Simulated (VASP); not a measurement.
# Ti (P6_3/mmc) in VASP: a series of runs

Ti is run at these levels: PBE; tasks: single point, relaxation of cell and atoms.

Everything below comes from runs of VASP 6.6.1. Logs are shortened: lines on timing, memory, paths and dates and some standing lists are left out, and cuts for length are marked.

## Step 1: The cell of the first run

It takes space group P6_3/mmc (No. 194, hexagonal). Conventional cell: a = 2.939 Å, b = 2.939 Å, c = 4.649 Å, α = 90.00°, β = 90.00°, γ = 120.00°. Within 3.8 Å of Ti (site symmetry -6m2) lie 12 Ti at 2.88 to 2.94 Å.

## Step 2: Single point, PBE

INCAR

```
PREC = Accurate
ENCUT = 520
EDIFF = 1E-6
ISMEAR = 1
SIGMA = 0.1
LREAL = F
LASPH = T
NELM = 60
ALGO = Normal
ISIF = 2
LWAVE = F
LCHARG = T
GGA = PE
LELF = T
LVHAR = T
NBANDS = 19
```

KPOINTS

```
Automatic mesh
0
Gamma
  15 15 8
```

POSCAR

```
Ti
1.0
    2.9393574887      0.0000000289      0.0000000000
   -1.4696787694      2.5455582416      0.0000000000
    0.0000000000      0.0000000000      4.6485209349
Ti
2
Direct
    0.3333333333      0.6666666667      0.2500000000
    0.6666666667      0.3333333333      0.7500000000
```

Potentials or basis: VASP PAW PBE potentials, release 64 (Ti_sv).

Run with:

```console
cat potpaw_PBE.64/Ti_sv/POTCAR > POTCAR
mpirun -np 1 vasp_std > vasp.out
```

OUTCAR:

```text
PREC = Accurate
   ENCUT = 520
   EDIFF = 1E-6
   ISMEAR = 1
   LREAL = F
   LASPH = T
   NELM = 60
   ISIF = 2
   GGA = PE

 ion  position               nearest neighbor table
   1  0.333  0.667  0.250-   2 2.88   2 2.88   2 2.88   2 2.88   2 2.88   2 2.88
   2  0.667  0.333  0.750-   1 2.88   1 2.88   1 2.88   1 2.88   1 2.88   1 2.88

  LATTYP: Found a hexagonal cell.
 ALAT       =     2.9393574887
 C/A-ratio  =     1.5814751873

  Lattice vectors:

 A1 = (   2.9393574887,   0.0000000289,   0.0000000000)
 A2 = (  -1.4696787694,   2.5455582416,   0.0000000000)
 A3 = (   0.0000000000,   0.0000000000,   4.6485209349)

Analysis of symmetry for initial positions (statically):
=====================================================================
 Subroutine PRICEL returns:
 Original cell was already a primitive cell.

 Routine SETGRP: Setting up the symmetry group for a
 hexagonal supercell.

 Subroutine GETGRP returns: Found 24 space group operations
 (whereof 12 operations were pure point group operations)
 out of a pool of 24 trial point group operations.

The static configuration has the point symmetry D_3d.
 The point group associated with its full space group is D_6h.

Analysis of symmetry for dynamics (positions and initial velocities):
=====================================================================
 Subroutine PRICEL returns:
 Original cell was already a primitive cell.

 Routine SETGRP: Setting up the symmetry group for a
 hexagonal supercell.

 Subroutine GETGRP returns: Found 24 space group operations
 (whereof 12 operations were pure point group operations)
 out of a pool of 24 trial point group operations.

The dynamic configuration has the point symmetry D_3d.
 The point group associated with its full space group is D_6h.

 Subroutine INISYM returns: Found 24 space group operations
 (whereof 12 operations are pure point group operations),
 and found     1 'primitive' translations

----------------------------------------------------------------------------------------

                                     Primitive cell

  volume of cell :      34.7817

  direct lattice vectors                    reciprocal lattice vectors
     2.939357489  0.000000029  0.000000000     0.340210403  0.196420572  0.000000000
    -1.469678769  2.545558242  0.000000000    -0.000000004  0.392841137  0.000000000
     0.000000000  0.000000000  4.648520935     0.000000000  0.000000000  0.215122189

  length of vectors
     2.939357489  2.939357489  4.648520935     0.392841137  0.392841137  0.215122189

  position of ions in fractional coordinates (direct lattice)
     0.333333333  0.666666667  0.250000000
     0.666666667  0.333333333  0.750000000

  ion indices of the primitive-cell ions
   primitive index   ion index
                 1           1
                 2           2

----------------------------------------------------------------------------------------

 KPOINTS: Automatic mesh

Automatic generation of k-mesh.
 Grid dimensions read from file:
 generate k-points for:   15   15    8

 Generating k-lattice:

  Cartesian coordinates                     Fractional coordinates (reciprocal lattice)
     0.022680694  0.013094705  0.000000000     0.066666667  0.000000000  0.000000000
    -0.000000000  0.026189409  0.000000000     0.000000000  0.066666667  0.000000000
     0.000000000  0.000000000  0.026890274     0.000000000  0.000000000  0.125000000

  Length of vectors
     0.026189409  0.026189409  0.026890274

  Shift w.r.t. Gamma in fractional coordinates (k-lattice)
     0.000000000  0.000000000  0.000000000

 Subroutine IBZKPT returns following result:
 ===========================================

 Found    135 irreducible k-points:

 Following reciprocal coordinates:
            Coordinates               Weight
  0.000000  0.000000  0.000000      1.000000
  0.066667 -0.000000  0.000000      6.000000
  0.133333  0.000000  0.000000      6.000000
  0.200000 -0.000000  0.000000      6.000000
  0.266667  0.000000  0.000000      6.000000
  0.333333  0.000000  0.000000      6.000000
[... 16 lines left out ...]
  0.333333  0.200000  0.000000     12.000000
  0.400000  0.200000  0.000000      6.000000
 [... further k-points ...]
   k-points           NKPTS =    135   k-points in BZ     NKDIM =    135   number of bands    NBANDS=     19
   number of dos      NEDOS =    301   number of ions     NIONS =      2
   total plane-waves  NPLWV =  20736
   dimension x,y,z NGX =    24 NGY =   24 NGZ =   36
   dimension x,y,z NGXF=    48 NGYF=   48 NGZF=   72
   ions per type =               2
   NGX,Y,Z   is equivalent  to a cutoff of  13.57, 13.57, 12.87 a.u.
   NGXF,Y,Z  is equivalent  to a cutoff of  27.15, 27.15, 25.75 a.u.
 SYSTEM =  unknown system
   PREC   = accura    normal or accurate (medium, high low for compatibility)
   ISTART =      0    job   : 0-new  1-cont  2-samecut
   ICHARG =      2    charge: 1-file 2-atom 10-const
   ISPIN  =      1    spin polarized calculation?
   LNONCOLLINEAR =      F non collinear calculations
   LSORBIT =      F    spin-orbit coupling
   LASPH  =      T    aspherical Exc in radial PAW
   ENCUT  =  520.0 eV  38.22 Ry    6.18 a.u.   5.47  5.47  8.64*2*pi/ulx,y,z
   NELM   =     60;   NELMIN=  2; NELMDL= -5     # of ELM steps
   EDIFF  = 0.1E-05   stopping-criterion for ELM
   LREAL  =      F    real-space projection
   EDIFFG = 0.1E-04   stopping-criterion for IOM
   NSW    =      0    number of steps for IOM
   IBRION =     -1    ionic relax: 0-MD 1-quasi-New 2-CG
   NFREE  =      0    steps in history (QN), initial steepest desc. (CG)
   ISIF   =      2    stress and relaxation
   ISYM   =      2    0-nonsym 1-usesym 2-fastsym
   POTIM  = 0.5000    time-step for ionic-motion
   TEBEG  =    0.0;   TEEND  =   0.0 temperature during run
   PSTRESS=    0.0 pullay stress
   NELECT =      24.0000    total number of electrons
   NUPDOWN=      -1.0000    fix difference up-down
   EMIN   =  10.00;   EMAX   =-10.00  energy-range for DOS
   EFERMI =   0.00;   METHOD = LEGACY
   ISMEAR =     1;   SIGMA  =   0.10  broadening in eV -4-tet -1-fermi 0-gaus
   EFERMI_NEDOS =   21; number of points for ismear=-14 and -15
   IALGO  =     38    algorithm
   IMIX   =      4    mixing-type and parameters
     AMIX     =   0.40;   BMIX     =  1.00
     AMIX_MAG =   1.60;   BMIX_MAG =  1.00
  volume/ion in A,a.u.               =      17.39       117.36
  Fermi-wavevector in a.u.,A,eV,Ry     =   1.446645  2.733762 28.474006  2.092780
  Thomas-Fermi vector in A             =   2.564690
   LORBIT       =      0    0 simple, 1 ext, 2 COOP (PROOUT), +10 PAW based schemes
   GGA     = PE    functional components
   LHFCALC =     F    Hartree Fock is set to
   AEXX    =    0.0000 exact exchange contribution
   IVDW    =     0    specifies the selected vdW correction
   LEPSILON=     F    determine dielectric tensor
   LRPA    =     F    only Hartree local field effects (RPA)
 non-spin polarized calculation
 Methfessel and Paxton  Order N= 1 SIGMA  =   0.10
  energy-cutoff  :      520.00
  volume of cell :       34.78
 maximum number of plane-waves:       965
 NGX is ok and might be reduce to    24
   NGX = 11   NGY = 11   NGZ = 17

 number of electron      24.0000002 magnetization

 Free energy of the ion-electron system (eV)
  ---------------------------------------------------
  ext. energy  EPLUGINS =         0.00000000
  ---------------------------------------------------
  free energy    TOTEN  =       -15.67204338 eV

  energy without entropy =      -15.67252376  energy(sigma->0) =      -15.67220351

 E-fermi :   8.3308     XC(G=0): -11.4919

 val. band max:        8.3217415851   @ k =   0.0667  -0.0000   0.5000
 cond. band min:       8.3320645186   @ k =   0.1333   0.0000   0.0000
 fundamental gap:      0.0103229335
 Fermi energy:         8.3308312820

 k-point     1 :       0.0000    0.0000    0.0000
  band No.  band energies     occupation
      1     -48.5465      2.00000
      2     -48.4098      2.00000
      3     -25.1376      2.00000
      4     -24.4910      2.00000
      5     -24.4910      2.00000
      6     -24.4310      2.00000
[... 11 lines left out ...]
     18       9.9308     -0.00000
     19      11.4621      0.00000

 k-point     2 :       0.0667   -0.0000    0.0000
  band No.  band energies     occupation
      1     -48.5421      2.00000
      2     -48.4081      2.00000
      3     -25.1279      2.00000
      4     -24.5109      2.00000
      5     -24.4977      2.00000
      6     -24.4352      2.00000
[... 11 lines left out ...]
     18       9.8608     -0.00000
     19      11.4999      0.00000

 k-point     3 :       0.1333    0.0000    0.0000
  band No.  band energies     occupation
      1     -48.5297      2.00000
      2     -48.4034      2.00000
      3     -25.0996      2.00000
      4     -24.5672      2.00000
      5     -24.5162      2.00000
      6     -24.4685      2.00000
[... 11 lines left out ...]
     18       9.8969     -0.00000
     19      11.5888      0.00000

 k-point     4 :       0.2000   -0.0000    0.0000
  band No.  band energies     occupation
      1     -48.5108      2.00000
      2     -48.3970      2.00000
      3     -25.0553      2.00000
      4     -24.6508      2.00000
      5     -24.5516      2.00000
      6     -24.5425      2.00000
[... 407 lines left out ...]
     18      11.6957      0.00000
     19      12.2641      0.00000

 k-point    23 :       0.3333    0.2000    0.0000
  band No.  band energies     occupation
      1     -48.4231      2.00000
      2     -48.3865      2.00000
      3     -24.8953      2.00000
      4     -24.8105      2.00000
      5     -24.7960      2.00000
      6     -24.6925      2.00000
[... 11 lines left out ...]
     18      11.6886      0.00000
     19      12.8712      0.00000

 k-point    24 :       0.4000    0.2000    0.0000
  band No.  band energies     occupation
      1     -48.4161      2.00000
      2     -48.3885      2.00000
      3     -24.9101      2.00000
      4     -24.7906      2.00000
      5     -24.7849      2.00000
      6     -24.7147      2.00000
[... 11 lines left out ...]
     18      11.6859      0.00000
     19      13.3017      0.00000

 [... further k-points ...]

------------------------ aborting loop because EDIFF is reached ----------------------------------------

  FORCE on cell =-STRESS in cart. coord.  units (eV):
  Direction    XX          YY          ZZ          XY          YZ          ZX
  --------------------------------------------------------------------------------------
  -------------------------------------------------------------------------------------
  Total       -0.0549237     -0.0549237     -0.0567695      0.0000000     -0.0000000     -0.0000000
  in kB       -2.5299972     -2.5299972     -2.6150238      0.0000000     -0.0000000     -0.0000000
  external PRESSURE =      -2.5583394 kB  Pullay stress =       0.0000000 kB

 VOLUME and BASIS-vectors are now :
 -----------------------------------------------------------------------------
  energy-cutoff  :      520.00
  volume of cell :       34.78
      direct lattice vectors                 reciprocal lattice vectors
     2.939357489  0.000000029  0.000000000     0.340210403  0.196420572  0.000000000
    -1.469678769  2.545558242  0.000000000    -0.000000004  0.392841137  0.000000000
     0.000000000  0.000000000  4.648520935     0.000000000  0.000000000  0.215122189

 POSITION                                       TOTAL-FORCE (eV/Angst)
 -----------------------------------------------------------------------------------
     -0.00000      1.69704      1.16213         0.000000     -0.000000      0.000000
      1.46968      0.84852      3.48639        -0.000000      0.000000      0.000000
 -----------------------------------------------------------------------------------
    total drift:                               -0.000000      0.000000     -0.000000

  FREE ENERGIE OF THE ION-ELECTRON SYSTEM (eV)
  ---------------------------------------------------
  free  energy   TOTEN  =       -15.6720433756 eV

  energy  without entropy=      -15.6725237646  energy(sigma->0) =      -15.67220351
```

Run time: 47 s. Hardware: 1 thread of AMD EPYC 9R45 (Zen 5), shared host; peak memory 0.17 GiB.

What came out:

```yaml
Free_energy: -15.6720 eV
Pressure: -0.3 GPa
Band_gap_on_the_k_mesh: zero (band 12 reaches 9.09 eV, above the bottom of band 13 at 8.09 eV)
```

## Step 3: Relaxation of cell and atoms, PBE

This run uses another cell than the first one, of 17.32 Å³/atom, 0.996 times its volume.

INCAR

```
PREC = Accurate
ENCUT = 600
EDIFF = 1E-7
ISMEAR = 1
SIGMA = 0.1
LREAL = F
LASPH = T
NELM = 80
ALGO = Normal
ISIF = 3
LWAVE = F
LCHARG = F
GGA = PE
IBRION = 2
NSW = 80
EDIFFG = -0.005
```

KPOINTS is that of step 2.

POSCAR

```
Ti
1.0
    2.9357319000      0.0000000000      0.0000000000
   -1.4678660000      2.5424184000      0.0000000000
    0.0000000000      0.0000000000      4.6408562000
Ti
2
Direct
    0.3333333300      0.6666666700      0.2500000000
    0.6666666700      0.3333333300      0.7500000000
```

Potentials or basis: VASP PAW PBE potentials, release 64 (Ti_sv).

Run with:

```console
cat potpaw_PBE.64/Ti_sv/POTCAR > POTCAR
mpirun -np 1 vasp_std > vasp.out
```

Run time: 1.7 min. Hardware: 1 thread of AMD EPYC 9R45 (Zen 5), shared host; peak memory 0.19 GiB.

Results (log left out):

| Quantity | Value |
| --- | --- |
| Free energy | -15.6715 eV |
| Relaxed volume | 17.35 Å³/atom |
| Relaxed cell | a = 2.937 Å, b = 2.937 Å, c = 4.644 Å, α = 90.00°, β = 90.00°, γ = 120.00° |
| Space group after relaxing (to 0.05 Å) | P6_3/mmc (No. 194) |
| Energy gained by relaxing | 0.0 meV/atom |
| Ionic steps | 3 |
| Pressure after relaxing | 0.0 GPa |
| Band gap on the k mesh | zero (band 12 reaches 9.12 eV, above the bottom of band 13 at 8.11 eV) |

Final structure:
```
Ti
1.0
     2.93747    0.00000    0.00000
    -1.46874    2.54392    0.00000
     0.00000    0.00000    4.64400
Ti
2
Cartesian
  0.0000 1.6959 1.1610
  1.4687 0.8480 3.4830
```

Levels at points of the mesh, in eV from the Fermi level:
```csv
k point,band 10,band 11,band 12,band 13,band 14,band 15
"(0.00, 0.00, 0.00)",-2.70,0.76,0.76,0.78,0.88,1.26
"(0.00, 0.00, 0.50)",-4.36,0.08,0.08,0.67,0.67,0.67
```
